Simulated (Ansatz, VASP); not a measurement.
## Two plane-wave programs on BP

The input INCAR:

```
  PREC = Accurate
  ENCUT = 500
  EDIFF = 1E-6
  ISMEAR = 1
  SIGMA = 0.05
  LREAL = False
  LASPH = True
  NELM = 120
  ALGO = Normal
  ISIF = 2
  LWAVE = False
  LCHARG = False
  GGA = PE
  NBANDS = 16
  GGA_COMPAT = False
```

KPOINTS

```
regular mesh
0
Gamma
  6 6 4
```

File POSCAR:

```
BP
1.0
    3.0799086887      0.0000000000      0.0000000000
   -1.5399543444      2.6672791658      0.0000000000
    0.0000000000      0.0000000000      5.0145727567
B P
2 2
Direct
    0.0000000000      0.0000000000      0.0000000000
    0.0000000000      0.0000000000      0.5000000000
    0.3333333333      0.6666666667      0.2500000000
    0.6666666667      0.3333333333      0.7500000000
```

Input for Ansatz:

```yaml
crystal:
  lattice:
    - [3.0799086887, 0.0, 0.0]
    - [-1.5399543444, 2.6672791658, 0.0]
    - [0.0, 0.0, 5.0145727567]
  atoms:
    - { symbol: B, position: [0.0, 0.0, 0.0] }
    - { symbol: B, position: [0.0, 0.0, 0.5] }
    - { symbol: P, position: [0.3333333333, 0.6666666667, 0.25] }
    - { symbol: P, position: [0.6666666667, 0.3333333333, 0.75] }
kpoints:
  mp_grid: { grid: [6, 6, 4] }
hamiltonian:
  xc: pbe
scf:
  occupations: { method: cold, width: 0.05 }
  n_extra_bands: 5
output:
  forces: true
  stress: true
  eigenvalues: true
```

Alike in both runs: task single point; functional PBE; k mesh 6 × 6 × 4; no spin polarisation.

|  | VASP | Ansatz |
| --- | --- | --- |
| version | VASP 6.6.1 | Ansatz 0.2.0 |
| potentials or method | VASP PAW PBE potentials, release 64 (B, P) | plane waves |
| plane-wave cutoff (eV) | 500 | 420 |
| occupations | methfessel-paxton of order 1, width 0.05 eV | cold, width 0.05 eV |
| valence electrons in the cell | 16 | 16 |

Ansatz gave:

| Quantity | Value |
| --- | --- |
| pressure (GPa) | 0.5 |
| traceless stress, the component that is largest in VASP (GPa) | -0.67 |

Q: What did VASP give for the same quantities?

A: Pressure (GPa): 0.3; traceless stress, the component that is largest in VASP (GPa): -0.10.

The k mesh is coarse, so the values compare programs but aren't converged.
